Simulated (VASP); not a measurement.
Be18HCO, 21 atoms in the cell. The cell holds a slab with vacuum, 21 atoms: a = 4.580 Å, b = 6.870 Å, c = 14.588 Å, α = 90.00°, β = 90.00°, γ = 60.00°. 

```yaml
Program: VASP 6.6.1
Task: single point
Functional: PBE
Dispersion: D3(BJ)
Potentials_or_basis: VASP PAW PBE potentials, release 64 (Be, C, H, O)
Cutoff: 520 eV
k_mesh: 5 × 4 × 1
Occupations: gaussian, width 0.15 eV
Spin: no spin polarisation
Dipole_correction: no
Further_INCAR_settings: LREAL = Auto; ALGO = Normal; EDIFF = 1e-07; NBANDS = 40
```

Potentials or basis: VASP PAW PBE potentials, release 64 (Be, C, H, O).

Launch:

```console
$ cat potpaw_PBE.64/Be/POTCAR potpaw_PBE.64/C/POTCAR potpaw_PBE.64/H/POTCAR potpaw_PBE.64/O/POTCAR > POTCAR
$ mpirun -np 1 vasp_std > vasp.out
```

Hardware: 1 thread of Intel(R) Xeon(R) 6975P-C (Granite Rapids), on a shared host.

Question: Estimate the wall time of this run.

Answer: Wall time 6.6 min on 1 thread of Intel(R) Xeon(R) 6975P-C (Granite Rapids), on a shared host, peak memory 0.51 GiB. Counts: scf iterations 24, k points 11.
